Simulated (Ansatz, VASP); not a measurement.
## Two plane-wave programs on Mn

```
Mn
1.0
     2.26632    0.00000    0.00000
     0.00000    2.26632    0.00000
     0.00000    0.00000    2.26632
Mn
1
Direct
  0.00000 0.00000 0.00000
```

Alike in both runs: task single point; functional revPBE; k mesh 15 × 15 × 15; occupations fermi-dirac, width 0.1 eV; no spin polarisation.

|  | VASP | Ansatz |
| --- | --- | --- |
| version | VASP 6.6.1 | Ansatz 0.2.0 |
| potentials or method | VASP PAW PBE potentials, release 64 (Mn_pv), cutoff 520 eV | plane waves (420 eV) with PAW, scalar-relativistic |
| valence electrons in the cell | 13 | 15 |

VASP gave:

```
pressure (GPa) : 9.2
```

Q: Which values does Ansatz return?

A: Pressure (GPa): 8.8.

VASP's potentials were made for PBE, not for revPBE. VASP's potentials hold 13 valence electrons a cell and Ansatz's 15, so a difference there can come from the potentials and not from the codes.
